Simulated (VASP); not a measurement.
# CuI (F-43m) in VASP: a series of runs

The runs below take CuI through dielectric tensor, with BLYP+D3(BJ), PBE.

Program: VASP 6.6.1. These are calculated values, not measurements. Logs are shortened: lines on timing, memory, paths and dates and some standing lists are left out, and cuts for length are marked.

## (1) The cell of the first run

The structure is cubic, space group F-43m (No. 216). Conventional cell: a = 6.063 Å, b = 6.063 Å, c = 6.063 Å, α = 90.00°, β = 90.00°, γ = 90.00°. I (site symmetry -43m) has 4 Cu at 2.63 Å within 3.5 Å. Within 3.5 Å of Cu (site symmetry -43m) lie 4 I at 2.63 Å.

## (2) Dielectric tensor, BLYP+D3(BJ)

Contents of INCAR:

```
SYSTEM = CuI
AGGAC = 1.0 ; AGGAX = 1.0
ALDAC = 0.0 ; ALDAX = 1.0
ALGO = Normal ; EDIFF = 1E-8
ENCUT = 520 ; GGA = B5
GGA_COMPAT = .False. ; ISIF = 2
ISMEAR = 0 ; IVDW = 12
LASPH = .True. ; LCHARG = .False.
LEPSILON = .True. ; LREAL = .False.
LWAVE = .False. ; NELM = 120
PREC = Accurate ; SIGMA = 0.01
VDW_A1 = 0.4298 ; VDW_A2 = 4.2359
VDW_S6 = 1.0 ; VDW_S8 = 2.6996
```

Contents of KPOINTS:

```
k-points
0
Gamma
  8 8 8
  0 0 0
```

Contents of POSCAR:

```
CuI
1.0
    0.0000000000      3.0315000000      3.0315000000
    3.0315000000      0.0000000000      3.0315000000
    3.0315000000      3.0315000000      0.0000000000
I Cu
1 1
Direct
    0.0000000000      0.0000000000      0.0000000000
    0.2500000000      0.2500000000      0.2500000000
```

Potentials or basis: VASP PAW PBE potentials, release 64 (I, Cu).

The run is started by

```bash
cat potpaw_PBE.64/I/POTCAR potpaw_PBE.64/Cu/POTCAR > POTCAR
mpirun -np 1 vasp_std > vasp.out
```

OUTCAR:

```text
SYSTEM = CuI
   EDIFF = 1E-8
   ENCUT = 520
   GGA = B5
   ISIF = 2
   ISMEAR = 0
   IVDW = 12
   LASPH = .True.
   LEPSILON = .True.
   LREAL = .False.
   NELM = 120
   PREC = Accurate
 IVDW          = 12

 ion  position               nearest neighbor table
   1  0.000  0.000  0.000-   2 2.63   2 2.63   2 2.63   2 2.63
   2  0.250  0.250  0.250-   1 2.63   1 2.63   1 2.63   1 2.63

  LATTYP: Found a face centered cubic cell.
 ALAT       =     6.0630000000

  Lattice vectors:

 A1 = (   0.0000000000,   3.0315000000,   3.0315000000)
 A2 = (   3.0315000000,   0.0000000000,   3.0315000000)
 A3 = (   3.0315000000,   3.0315000000,   0.0000000000)

Analysis of symmetry for initial positions (statically):
=====================================================================
 Subroutine PRICEL returns:
 Original cell was already a primitive cell.

 Routine SETGRP: Setting up the symmetry group for a
 face centered cubic supercell.

 Subroutine GETGRP returns: Found 24 space group operations
 (whereof 24 operations were pure point group operations)
 out of a pool of 48 trial point group operations.

The static configuration has the point symmetry T_d .

Analysis of symmetry for dynamics (positions and initial velocities):
=====================================================================
 Subroutine PRICEL returns:
 Original cell was already a primitive cell.

 Routine SETGRP: Setting up the symmetry group for a
 face centered cubic supercell.

 Subroutine GETGRP returns: Found 24 space group operations
 (whereof 24 operations were pure point group operations)
 out of a pool of 48 trial point group operations.

The dynamic configuration has the point symmetry T_d .

 Subroutine INISYM returns: Found 24 space group operations
 (whereof 24 operations are pure point group operations),
 and found     1 'primitive' translations

----------------------------------------------------------------------------------------

                                     Primitive cell

  volume of cell :      55.7189

  direct lattice vectors                    reciprocal lattice vectors
     0.000000000  3.031500000  3.031500000    -0.164934851  0.164934851  0.164934851
     3.031500000  0.000000000  3.031500000     0.164934851 -0.164934851  0.164934851
     3.031500000  3.031500000  0.000000000     0.164934851  0.164934851 -0.164934851

  length of vectors
     4.287188414  4.287188414  4.287188414     0.285675541  0.285675541  0.285675541

  position of ions in fractional coordinates (direct lattice)
     0.000000000  0.000000000  0.000000000
     0.250000000  0.250000000  0.250000000

  ion indices of the primitive-cell ions
   primitive index   ion index
                 1           1
                 2           2

----------------------------------------------------------------------------------------

 KPOINTS: k-points

Automatic generation of k-mesh.
 Grid dimensions read from file:
 generate k-points for:    8    8    8

 Generating k-lattice:

  Cartesian coordinates                     Fractional coordinates (reciprocal lattice)
    -0.020616856  0.020616856  0.020616856     0.125000000  0.000000000  0.000000000
     0.020616856 -0.020616856  0.020616856     0.000000000  0.125000000  0.000000000
     0.020616856  0.020616856 -0.020616856     0.000000000  0.000000000  0.125000000

  Length of vectors
     0.035709443  0.035709443  0.035709443

  Shift w.r.t. Gamma in fractional coordinates (k-lattice)
     0.000000000  0.000000000  0.000000000

 Subroutine IBZKPT returns following result:
 ===========================================

 Found     29 irreducible k-points:

 Following reciprocal coordinates:
            Coordinates               Weight
  0.000000  0.000000  0.000000      1.000000
  0.125000  0.000000  0.000000      8.000000
  0.250000  0.000000  0.000000      8.000000
  0.375000  0.000000  0.000000      8.000000
  0.500000  0.000000  0.000000      4.000000
  0.125000  0.125000  0.000000      6.000000
[... 69 lines left out ...]
 Gauss-broadening in eV      SIGMA  =   0.01
  energy-cutoff  :      520.00
  volume of cell :       55.72
 maximum number of plane-waves:      1524
   NGX = 15   NGY = 15   NGZ = 15

--------------------------------------- Ionic step        1  -------------------------------------------

 number of electron      18.0000014 magnetization

 E-fermi :   4.8318     XC(G=0):  -8.4250

 val. band max:        4.7859107479   @ k =   0.0000   0.0000   0.0000
 cond. band min:       6.0074183265   @ k =   0.0000   0.0000   0.0000
 fundamental gap:      1.2215075787
 Fermi energy:         4.8317561429

 k-point     1 :       0.0000    0.0000    0.0000
  band No.  band energies     occupation
      1      -9.1680      2.00000
      2       1.1796      2.00000
      3       1.1796      2.00000
      4       1.1796      2.00000
      5       2.9113      2.00000
      6       2.9113      2.00000
      7       4.7859      2.00000
      8       4.7859      2.00000
      9       4.7859      2.00000
     10       6.0074      0.00000
     11       9.7706      0.00000
     12       9.7706      0.00000
     13       9.7706      0.00000
[... 354 lines left out ...]
  band No.  band energies     occupation
      1      -8.5325      2.00000
      2      -0.4492      2.00000
      3       0.6767      2.00000
      4       1.1744      2.00000
      5       2.8498      2.00000
      6       2.9232      2.00000
      7       3.0379      2.00000
      8       3.4731      2.00000
      9       3.7778      2.00000
     10       8.3208      0.00000
     11       9.6237      0.00000
     12      11.0961      0.00000
     13      12.3421      0.00000

 [... further k-points ...]

  FORCE on cell =-STRESS in cart. coord.  units (eV):
  Direction    XX          YY          ZZ          XY          YZ          ZX
  --------------------------------------------------------------------------------------
  -------------------------------------------------------------------------------------
  Total      -0.57077    -0.57077    -0.57077    -0.00000     0.00000    -0.00000
  in kB     -16.41232   -16.41232   -16.41232    -0.00000     0.00000    -0.00000
  external pressure =      -16.41 kB  Pullay stress =        0.00 kB

 VOLUME and BASIS-vectors are now :
 -----------------------------------------------------------------------------
  energy-cutoff  :      520.00
  volume of cell :       55.72
      direct lattice vectors                 reciprocal lattice vectors
     0.000000000  3.031500000  3.031500000    -0.164934851  0.164934851  0.164934851
     3.031500000  0.000000000  3.031500000     0.164934851 -0.164934851  0.164934851
     3.031500000  3.031500000  0.000000000     0.164934851  0.164934851 -0.164934851

 POSITION                                       TOTAL-FORCE (eV/Angst)
 -----------------------------------------------------------------------------------
      0.00000      0.00000      0.00000        -0.000000     -0.000000     -0.000000
      1.51575      1.51575      1.51575         0.000000      0.000000      0.000000
 -----------------------------------------------------------------------------------
    total drift:                               -0.000001     -0.000001     -0.000001

  FREE ENERGIE OF THE ION-ELECTRON SYSTEM (eV)
  ---------------------------------------------------
  free  energy   TOTEN  =        -6.1450563185 eV

  energy  without entropy=       -6.1450563185  energy(sigma->0) =       -6.14505632

 HEAD OF MICROSCOPIC STATIC DIELECTRIC TENSOR (INDEPENDENT PARTICLE, excluding Hartree and local field effects)
 ------------------------------------------------------
           6.674865     0.000000    -0.000000
           0.000000     6.674865    -0.000000
          -0.000000    -0.000000     6.674865
 ------------------------------------------------------

 Free energy of the ion-electron system (eV)
  ---------------------------------------------------
  ---------------------------------------------------
  free energy    TOTEN  =        -0.87170004 eV

  energy without entropy =       -0.87170004

------------------------ aborting loop because EDIFF is reached ----------------------------------------

 Edisp (eV)   -1.54919

 E8    (eV) :    -1.1397
[... 7 lines left out ...]
 E8    (eV) :    -1.1397

--------------------------------------- Ionic step        3  -------------------------------------------

 Free energy of the ion-electron system (eV)
  ---------------------------------------------------
  ---------------------------------------------------
  free energy    TOTEN  =        -0.87170045 eV

  energy without entropy =       -0.87170045

------------------------ aborting loop because EDIFF is reached ----------------------------------------

 Edisp (eV)   -1.54919

 E8    (eV) :    -1.1397

 PIEZOELECTRIC TENSOR FIELD DIRECTION 3  (e Angst)
 -----------------------------------------------------------------------------
    -0.00335  1.17283  0.00000           (  0.00000 -0.08875  0.00000)
     1.17283 -0.00335  0.00000           ( -0.08875  0.00000  0.00000)
     0.00000  0.00000  0.00219           (  0.00000  0.00000 -0.00001)

 PIEZOELECTRIC TENSOR FIELD DIRECTION 3  (C/m^2)
 -----------------------------------------------------------------------------
    -0.00096  0.33724  0.00000
     0.33724 -0.00096  0.00000
     0.00000  0.00000  0.00063

 MACROSCOPIC STATIC DIELECTRIC TENSOR (including local field effects in DFT)
 ------------------------------------------------------
           6.306517     0.000000    -0.000000
           0.000000     6.306517     0.000000
           0.000000     0.000000     6.306517
 ------------------------------------------------------

 PIEZOELECTRIC TENSOR (including local field effects)  for field in x, y, z        (e  Angst)
          XX          YY          ZZ          XY          YZ          ZX
  --------------------------------------------------------------------------------
  x     0.00000     0.00000     0.00000     0.00000     1.20805     0.00000
  y    -0.00000     0.00000    -0.00000     0.00000     0.00000     1.20805
  z     0.00000     0.00000     0.00000     1.20805     0.00000     0.00000

 PIEZOELECTRIC TENSOR (including local field effects)  for field in x, y, z        (C/m^2)
          XX          YY          ZZ          XY          YZ          ZX
  --------------------------------------------------------------------------------
  x     0.00000     0.00000     0.00000     0.00000     0.34737     0.00000
  y    -0.00000     0.00000    -0.00000     0.00000     0.00000     0.34737
  z     0.00000     0.00000     0.00000     0.34737     0.00000     0.00000

 BORN EFFECTIVE CHARGES (including local field effects) (in |e|, cummulative output)
 ---------------------------------------------------------------------------------
 ion    1
    1    -1.14151     0.00000     0.00000
    2    -0.00000    -1.14151    -0.00000
    3    -0.00000     0.00000    -1.14151
 ion    2
    1     1.14151     0.00000     0.00000
    2     0.00000     1.14151     0.00000
    3     0.00000    -0.00000     1.14151
```

Run time: 15 min. Hardware: 1 thread of AMD EPYC 7R43 (Zen 3), shared host; peak memory 0.3 GiB.

What came out:

```
Band gap on the k mesh                  : 1.22 eV
Electronic dielectric tensor (diagonal) : 6.31
Born charges (mean of the diagonal)     : I -1.14; Cu +1.14 e
Dispersion energy per atom              : -0.775 eV
```

Electronic dielectric tensor:
```
6.31 0.00 0.00
0.00 6.31 0.00
0.00 0.00 6.31
```

Born effective charge tensors (e):
atom 1, I
```
-1.14  0.00  0.00
 0.00 -1.14  0.00
 0.00  0.00 -1.14
```
atom 2, Cu
```
1.14 0.00 0.00
0.00 1.14 0.00
0.00 0.00 1.14
```

Caveat: the PAW data sets were made with another functional, which shifts forces and pressure a little; spin-orbit coupling is left out, which moves the levels of the heavy elements.

## (3) Dielectric tensor, PBE

Contents of INCAR:

```
SYSTEM = CuI
  ALGO = Normal
  EDIFF = 1E-8
  ENCUT = 520
  GGA = PE
  ISIF = 2
  ISMEAR = 0
  LASPH = .True.
  LCHARG = .False.
  LEPSILON = .True.
  LREAL = .False.
  LWAVE = .False.
  NELM = 100
  PREC = Accurate
  SIGMA = 0.01
```

KPOINTS is that of step 2.

POSCAR: that of step 2 with these lines changed.

```diff
@@ -9,2 +9,2 @@
     0.0000000000      0.0000000000      0.0000000000
-    0.2500000000      0.2500000000      0.2500000000
+    0.7500000000      0.7500000000      0.7500000000
```

Potentials or basis: VASP PAW PBE potentials, release 64 (I, Cu).

The run is started by

```bash
cat potpaw_PBE.64/I/POTCAR potpaw_PBE.64/Cu/POTCAR > POTCAR
mpirun -np 1 vasp_std > vasp.out
```

OUTCAR:

```text
SYSTEM = CuI
   EDIFF = 1E-8
   ENCUT = 520
   GGA = PE
   ISIF = 2
   ISMEAR = 0
   LASPH = .True.
   LEPSILON = .True.
   LREAL = .False.
   NELM = 100
   PREC = Accurate

 ion  position               nearest neighbor table
   1  0.000  0.000  0.000-   2 2.63   2 2.63   2 2.63   2 2.63
   2  0.750  0.750  0.750-   1 2.63   1 2.63   1 2.63   1 2.63

  LATTYP: Found a face centered cubic cell.
 ALAT       =     6.0630000000

  Lattice vectors:

 A1 = (   0.0000000000,   3.0315000000,   3.0315000000)
 A2 = (   3.0315000000,   0.0000000000,   3.0315000000)
 A3 = (   3.0315000000,   3.0315000000,   0.0000000000)

Analysis of symmetry for initial positions (statically):
=====================================================================
[... 628 lines left out ...]
    -0.00073 -0.33236  0.00000
    -0.33236 -0.00073  0.00000
     0.00000  0.00000  0.00003

 MACROSCOPIC STATIC DIELECTRIC TENSOR (including local field effects in DFT)
 ------------------------------------------------------
           6.537979    -0.000000    -0.000000
           0.000000     6.537979     0.000000
          -0.000000     0.000000     6.537979
 ------------------------------------------------------

 PIEZOELECTRIC TENSOR (including local field effects)  for field in x, y, z        (e  Angst)
          XX          YY          ZZ          XY          YZ          ZX
  --------------------------------------------------------------------------------
  x     0.00000    -0.00000    -0.00000     0.00000    -1.19239     0.00000
  y    -0.00000     0.00000    -0.00000     0.00000     0.00000    -1.19239
  z     0.00000     0.00000     0.00000    -1.19239     0.00000     0.00000

 PIEZOELECTRIC TENSOR (including local field effects)  for field in x, y, z        (C/m^2)
          XX          YY          ZZ          XY          YZ          ZX
  --------------------------------------------------------------------------------
  x     0.00000    -0.00000    -0.00000     0.00000    -0.34287     0.00000
  y    -0.00000     0.00000    -0.00000     0.00000     0.00000    -0.34287
  z     0.00000     0.00000     0.00000    -0.34287     0.00000     0.00000

 BORN EFFECTIVE CHARGES (including local field effects) (in |e|, cummulative output)
 ---------------------------------------------------------------------------------
 ion    1
    1    -1.12363     0.00000     0.00000
    2     0.00000    -1.12363     0.00000
    3     0.00000    -0.00000    -1.12363
 ion    2
    1     1.12363    -0.00000     0.00000
    2    -0.00000     1.12363     0.00000
    3     0.00000     0.00000     1.12363
```

stdout:

```text
POSCAR found type information on POSCAR I Cu
 POSCAR found :  2 types and       2 ions
 scaLAPACK will be used
 LDA part: xc-table for (Slater+PW92), standard interpolation
 POSCAR, INCAR and KPOINTS ok, starting setup
 FFT: planning ... GRIDC
 FFT: planning ... GRID_SOFT
 FFT: planning ... GRID
 WAVECAR not read
 entering main loop
 Linear response reoptimize wavefunctions to high precision
 Linear response G [H, r] |phi>, progress :
  Direction:   1
 Linear response G [H, r] |phi>, progress :
  Direction:   2
 Linear response G [H, r] |phi>, progress :
  Direction:   3
 Linear response to external field (no local field effect), progress :
  Direction:   1
 dielectric tensor                  component  1 :     7.593     2.644     0.789
 Linear response to external field (no local field effect), progress :
  Direction:   2
 dielectric tensor                  component  2 :     2.644     8.015    -1.084
 Linear response to external field (no local field effect), progress :
  Direction:   3
 dielectric tensor                  component  3 :     0.785    -1.084     5.045
 Linear response to external field, progress :
  Direction:   1
 dielectric tensor                  component  1 :     6.538     1.180     0.572
 Linear response to external field, progress :
  Direction:   2
 dielectric tensor                  component  2 :     1.151     6.538     0.421
 Linear response to external field, progress :
  Direction:   3
 dielectric tensor                  component  3 :     0.896     0.856     6.538
 Born effective charges drift removed
```

Wall time 8.5 min (1 thread of Intel Xeon 8259CL, shared host); peak memory 0.34 GiB.

What came out:

```
Band gap on the k mesh                  : 1.14 eV
Electronic dielectric tensor (diagonal) : 6.54
Born charges (mean of the diagonal)     : I -1.12; Cu +1.12 e
```

Electronic dielectric tensor:
```
6.54 0.00 0.00
0.00 6.54 0.00
0.00 0.00 6.54
```

Born effective charge tensors (e):
atom 1, I
```
-1.12  0.00  0.00
 0.00 -1.12  0.00
 0.00  0.00 -1.12
```
atom 2, Cu
```
1.12 0.00 0.00
0.00 1.12 0.00
0.00 0.00 1.12
```

Caveat: spin-orbit coupling is left out, which moves the levels of the heavy elements.
